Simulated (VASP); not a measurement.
## BAs: single point with PBE

BAs:

```xyz
2
Lattice="0.0000 2.4282 2.4282 2.4282 0.0000 2.4282 2.4282 2.4282 0.0000" Properties=species:S:1:pos:R:3 pbc="T T T"
B     0.0000    0.0000    0.0000
As    1.2141    1.2141    1.2141
```

This cell differs from its parent crystal: volume changed by +3%.

```yaml
Program: VASP 6.6.1
Task: single point
Functional: PBE
Potentials_or_basis: VASP PAW PBE potentials, release 64 (B, As)
Cutoff: 500 eV
k_mesh: 8 × 8 × 8
Occupations: gaussian, width 0.01 eV
Spin: no spin polarisation
```

| Quantity | Value |
| --- | --- |
| Pressure | -3.1 GPa |
| Band gap on the k mesh | 1.24 eV, indirect (least direct gap 3.22 eV) |

Levels at points of the mesh, in eV from the valence-band top:
```
           k point  band 2  band 3  band 4  band 5  band 6  band 7
(0.00, 0.00, 0.00)    0.00    0.00    0.00    3.22    3.22    3.22
(0.50, 0.00, 0.00)   -8.44   -1.74   -1.74    2.41    4.72    4.72
(0.50, 0.50, 0.00)   -8.26   -3.88   -3.88    1.49    1.49   10.90
```

Run time: 13 s on 1 thread of AMD EPYC 7R43 64-Core Processor (Zen 3) (shared host), peak memory 0.11 GiB.

 A k mesh can miss the band edges.
